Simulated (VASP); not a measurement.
# MgS (I-4m2) in VASP: settings compared

MgS is run at these levels: PBE, r2SCAN; tasks: single point.

All numbers are computed with VASP 6.6.1; they aren't measurements. Logs are shortened: lines on timing, memory, paths and dates and some standing lists are left out, and cuts for length are marked.

## 1. The cell of the first run

Symmetry: I-4m2, No. 119, tetragonal system. Conventional cell: a = 4.090 Å, b = 4.090 Å, c = 5.482 Å, α = 90.00°, β = 90.00°, γ = 90.00°. Mg (site symmetry -4m2) has 4 S at 2.46 Å within 3.3 Å. Within 3.3 Å of S (site symmetry -4m2) lie 4 Mg at 2.46 Å.

## 2. Single point, PBE (epitaxial xy strain +2.2%)

File INCAR:

```
PREC = Accurate
ENCUT = 520
EDIFF = 1E-6
ISMEAR = -1
SIGMA = 0.02
LREAL = False
LASPH = True
NELM = 100
ALGO = Normal
ISIF = 2
LWAVE = False
LCHARG = False
GGA = PE
NBANDS = 11
```

File KPOINTS:

```
Automatic mesh
0
Gamma
  8 8 8
```

File POSCAR:

```
MgS
1.0
    0.0000000000      2.8923068663      2.7412250929
    2.8923068663      0.0000000000      2.7412250929
    2.8923068663      2.8923068663      0.0000000000
Mg S
1 1
Direct
    0.0000000000      0.0000000000      0.0000000000
    0.2500000000      0.2500000000      0.2500000000
```

Potentials or basis: VASP PAW PBE potentials, release 64 (Mg, S).

Started as:

```sh
> cat potpaw_PBE.64/Mg/POTCAR potpaw_PBE.64/S/POTCAR > POTCAR
> mpirun -np 1 vasp_std > vasp.out
```

OUTCAR:

```text
PREC = Accurate
   ENCUT = 520
   EDIFF = 1E-6
   ISMEAR = -1
   LREAL = False
   LASPH = True
   NELM = 100
   ISIF = 2
   GGA = PE

 ion  position               nearest neighbor table
   1  0.000  0.000  0.000-   2 2.46   2 2.46   2 2.46   2 2.46
   2  0.250  0.250  0.250-   1 2.46   1 2.46   1 2.46   1 2.46

  LATTYP: Found a body centered tetragonal cell.
 ALAT       =     4.0903395969
 C/A-ratio  =     1.3403410783

  Lattice vectors:

 A1 = (   0.0000000000,  -2.8923068663,  -2.7412250929)
 A2 = (   0.0000000000,   2.8923068663,  -2.7412250929)
 A3 = (   2.8923068663,   0.0000000000,   2.7412250929)

Analysis of symmetry for initial positions (statically):
=====================================================================
 Subroutine PRICEL returns:
 Original cell was already a primitive cell.

 Routine SETGRP: Setting up the symmetry group for a
 body centered tetragonal supercell.

 Subroutine GETGRP returns: Found  8 space group operations
 (whereof  8 operations were pure point group operations)
 out of a pool of 16 trial point group operations.

The static configuration has the point symmetry D_2d.

Analysis of symmetry for dynamics (positions and initial velocities):
=====================================================================
 Subroutine PRICEL returns:
 Original cell was already a primitive cell.

 Routine SETGRP: Setting up the symmetry group for a
 body centered tetragonal supercell.

 Subroutine GETGRP returns: Found  8 space group operations
 (whereof  8 operations were pure point group operations)
 out of a pool of 16 trial point group operations.

The dynamic configuration has the point symmetry D_2d.

 Subroutine INISYM returns: Found  8 space group operations
 (whereof  8 operations are pure point group operations),
 and found     1 'primitive' translations

----------------------------------------------------------------------------------------

                                     Primitive cell

  volume of cell :      45.8631

  direct lattice vectors                    reciprocal lattice vectors
     0.000000000  2.892306866  2.741225093    -0.172872390  0.172872390  0.182400198
     2.892306866  0.000000000  2.741225093     0.172872390 -0.172872390  0.182400198
     2.892306866  2.892306866  0.000000000     0.172872390  0.172872390 -0.182400198

  length of vectors
     3.984940905  3.984940905  4.090339597     0.305023866  0.305023866  0.305023866

  position of ions in fractional coordinates (direct lattice)
     0.000000000  0.000000000  0.000000000
     0.250000000  0.250000000  0.250000000

  ion indices of the primitive-cell ions
   primitive index   ion index
                 1           1
                 2           2

----------------------------------------------------------------------------------------

 KPOINTS: Automatic mesh

Automatic generation of k-mesh.
 Grid dimensions read from file:
 generate k-points for:    8    8    8

 Generating k-lattice:

  Cartesian coordinates                     Fractional coordinates (reciprocal lattice)
    -0.021609049  0.021609049  0.022800025     0.125000000 -0.000000000  0.000000000
     0.021609049 -0.021609049  0.022800025    -0.000000000  0.125000000  0.000000000
     0.021609049  0.021609049 -0.022800025     0.000000000  0.000000000  0.125000000

  Length of vectors
     0.038127983  0.038127983  0.038127983

  Shift w.r.t. Gamma in fractional coordinates (k-lattice)
     0.000000000  0.000000000  0.000000000

 Subroutine IBZKPT returns following result:
 ===========================================

 Found     59 irreducible k-points:

 Following reciprocal coordinates:
            Coordinates               Weight
  0.000000  0.000000  0.000000      1.000000
  0.125000  0.000000  0.000000      8.000000
  0.250000  0.000000  0.000000      8.000000
  0.375000  0.000000  0.000000      8.000000
  0.500000  0.000000  0.000000      4.000000
  0.125000  0.125000  0.000000      2.000000
[... 16 lines left out ...]
  0.250000  0.000000  0.125000     16.000000
  0.375000 -0.000000  0.125000     16.000000
 [... further k-points ...]
   k-points           NKPTS =     59   k-points in BZ     NKDIM =     59   number of bands    NBANDS=     11
   number of dos      NEDOS =    301   number of ions     NIONS =      2
   total plane-waves  NPLWV =  27000
   dimension x,y,z NGX =    30 NGY =   30 NGZ =   30
   dimension x,y,z NGXF=    60 NGYF=   60 NGZF=   60
   ions per type =               1   1
   NGX,Y,Z   is equivalent  to a cutoff of  12.52, 12.52, 12.19 a.u.
   NGXF,Y,Z  is equivalent  to a cutoff of  25.03, 25.03, 24.39 a.u.
 SYSTEM =  unknown system
   PREC   = accura    normal or accurate (medium, high low for compatibility)
   ISTART =      0    job   : 0-new  1-cont  2-samecut
   ICHARG =      2    charge: 1-file 2-atom 10-const
   ISPIN  =      1    spin polarized calculation?
   LNONCOLLINEAR =      F non collinear calculations
   LSORBIT =      F    spin-orbit coupling
   LASPH  =      T    aspherical Exc in radial PAW
   ENCUT  =  520.0 eV  38.22 Ry    6.18 a.u.   7.41  7.41  7.61*2*pi/ulx,y,z
   NELM   =    100;   NELMIN=  2; NELMDL= -5     # of ELM steps
   EDIFF  = 0.1E-05   stopping-criterion for ELM
   LREAL  =      F    real-space projection
   EDIFFG = 0.1E-04   stopping-criterion for IOM
   NSW    =      0    number of steps for IOM
   IBRION =     -1    ionic relax: 0-MD 1-quasi-New 2-CG
   NFREE  =      0    steps in history (QN), initial steepest desc. (CG)
   ISIF   =      2    stress and relaxation
   ISYM   =      2    0-nonsym 1-usesym 2-fastsym
   POTIM  = 0.5000    time-step for ionic-motion
   TEBEG  =    0.0;   TEEND  =   0.0 temperature during run
   PSTRESS=    0.0 pullay stress
   NELECT =       8.0000    total number of electrons
   NUPDOWN=      -1.0000    fix difference up-down
   EMIN   =  10.00;   EMAX   =-10.00  energy-range for DOS
   EFERMI =   0.00;   METHOD = LEGACY
   ISMEAR =    -1;   SIGMA  =   0.02  broadening in eV -4-tet -1-fermi 0-gaus
   EFERMI_NEDOS =   21; number of points for ismear=-14 and -15
   IALGO  =     38    algorithm
   IMIX   =      4    mixing-type and parameters
     AMIX     =   0.40;   BMIX     =  1.00
     AMIX_MAG =   1.60;   BMIX_MAG =  1.00
  volume/ion in A,a.u.               =      22.93       154.75
  Fermi-wavevector in a.u.,A,eV,Ry     =   0.914711  1.728552 11.383932  0.836695
  Thomas-Fermi vector in A             =   2.039369
   LORBIT       =      0    0 simple, 1 ext, 2 COOP (PROOUT), +10 PAW based schemes
   GGA     = PE    functional components
   LHFCALC =     F    Hartree Fock is set to
   AEXX    =    0.0000 exact exchange contribution
   IVDW    =     0    specifies the selected vdW correction
   LEPSILON=     F    determine dielectric tensor
   LRPA    =     F    only Hartree local field effects (RPA)
 non-spin polarized calculation
  energy-cutoff  :      520.00
  volume of cell :       45.86
 maximum number of plane-waves:      1253
 NGX is ok and might be reduce to    30
   NGX = 15   NGY = 15   NGZ = 15

 number of electron       8.0000001 magnetization

 Free energy of the ion-electron system (eV)
  ---------------------------------------------------
  ext. energy  EPLUGINS =         0.00000000
  ---------------------------------------------------
  free energy    TOTEN  =        -8.46740200 eV

  energy without entropy =       -8.46740200  energy(sigma->0) =       -8.46740200

 E-fermi :   1.5282     XC(G=0):  -8.3512

 val. band max:        1.0858214154   @ k =   0.0000   0.0000   0.0000
 cond. band min:       4.3943739100   @ k =   0.0000   0.0000   0.0000
 fundamental gap:      3.3085524946
 Fermi energy:         1.5282314071

 k-point     1 :       0.0000    0.0000    0.0000
  band No.  band energies     occupation
      1     -10.2310      2.00000
      2       0.9616      2.00000
      3       0.9616      2.00000
      4       1.0858      2.00000
      5       4.3944      0.00000
      6       8.9194      0.00000
      7       8.9194      0.00000
      8       8.9638      0.00000
      9      11.3748      0.00000
     10      12.1887      0.00000
     11      14.4576      0.00000

 k-point     2 :       0.1250    0.0000    0.0000
  band No.  band energies     occupation
      1     -10.1454      2.00000
      2       0.3257      2.00000
      3       0.8949      2.00000
      4       1.0069      2.00000
      5       5.0533      0.00000
      6       8.7222      0.00000
      7       9.0660      0.00000
      8       9.1504      0.00000
      9      11.0215      0.00000
     10      11.6376      0.00000
     11      14.1159      0.00000

 k-point     3 :       0.2500    0.0000    0.0000
  band No.  band energies     occupation
      1      -9.9239      2.00000
      2      -0.8295      2.00000
      3       0.7446      2.00000
      4       0.9150      2.00000
      5       5.9083      0.00000
      6       8.6934      0.00000
      7       8.9543      0.00000
      8       9.3715      0.00000
      9      11.3399      0.00000
     10      11.4522      0.00000
     11      13.2932      0.00000

 k-point     4 :       0.3750    0.0000    0.0000
  band No.  band energies     occupation
      1      -9.6768      2.00000
      2      -1.7421      2.00000
      3       0.6074      2.00000
      4       0.8327      2.00000
      5       6.0759      0.00000
      6       8.5485      0.00000
      7       9.0043      0.00000
      8       9.3844      0.00000
      9      12.4877      0.00000
     10      12.8045      0.00000
     11      13.3017      0.00000
[... 239 lines left out ...]
 k-point    22 :       0.1250    0.0000    0.1250
  band No.  band energies     occupation
      1     -10.1210      2.00000
      2       0.2949      2.00000
      3       0.8108      2.00000
      4       0.9050      2.00000
      5       5.2498      0.00000
      6       8.4040      0.00000
      7       9.2791      0.00000
      8       9.4385      0.00000
      9      10.1408      0.00000
     10      12.1954      0.00000
     11      14.9102      0.00000

 k-point    23 :       0.2500    0.0000    0.1250
  band No.  band energies     occupation
      1      -9.9476      2.00000
      2      -0.5394      2.00000
      3       0.6517      2.00000
      4       0.7519      2.00000
      5       6.0579      0.00000
      6       8.1446      0.00000
      7       8.9567      0.00000
      8       9.6840      0.00000
      9      10.4525      0.00000
     10      12.2758      0.00000
     11      14.5726      0.00000

 k-point    24 :       0.3750   -0.0000    0.1250
  band No.  band energies     occupation
      1      -9.7064      2.00000
      2      -1.4320      2.00000
      3       0.4280      2.00000
      4       0.6417      2.00000
      5       6.4924      0.00000
      6       8.0186      0.00000
      7       8.9691      0.00000
      8       9.5691      0.00000
      9      11.7391      0.00000
     10      13.1322      0.00000
     11      14.0791      0.00000

 [... further k-points ...]

------------------------ aborting loop because EDIFF is reached ----------------------------------------

  FORCE on cell =-STRESS in cart. coord.  units (eV):
  Direction    XX          YY          ZZ          XY          YZ          ZX
  --------------------------------------------------------------------------------------
  -------------------------------------------------------------------------------------
  Total       -0.0280092     -0.0280092      0.2466598      0.0000000      0.0000000      0.0000000
  in kB       -0.9784708     -0.9784708      8.6167912      0.0000000      0.0000000      0.0000000
  external PRESSURE =       2.2199499 kB  Pullay stress =       0.0000000 kB

 VOLUME and BASIS-vectors are now :
 -----------------------------------------------------------------------------
  energy-cutoff  :      520.00
  volume of cell :       45.86
      direct lattice vectors                 reciprocal lattice vectors
     0.000000000  2.892306866  2.741225093    -0.172872390  0.172872390  0.182400198
     2.892306866  0.000000000  2.741225093     0.172872390 -0.172872390  0.182400198
     2.892306866  2.892306866  0.000000000     0.172872390  0.172872390 -0.182400198

 POSITION                                       TOTAL-FORCE (eV/Angst)
 -----------------------------------------------------------------------------------
      0.00000      0.00000      0.00000         0.000000      0.000000      0.000000
      1.44615      1.44615      1.37061        -0.000000     -0.000000      0.000000
 -----------------------------------------------------------------------------------
    total drift:                                0.000000      0.000000     -0.000000

  FREE ENERGIE OF THE ION-ELECTRON SYSTEM (eV)
  ---------------------------------------------------
  free  energy   TOTEN  =        -8.4674020013 eV

  energy  without entropy=       -8.4674020013  energy(sigma->0) =       -8.46740200
```

It took 14 s on 1 thread of AMD EPYC 9R45 (Zen 5), shared host; peak memory 0.15 GiB.

Results:

* Free energy: -8.4674 eV
* Pressure: 0.2 GPa
* Band gap on the k mesh: 3.31 eV

Caveat: the cell differs from its parent crystal (epitaxial xy strain +2.2%). A k mesh can miss the band edges.

[end of part 1 of 2]
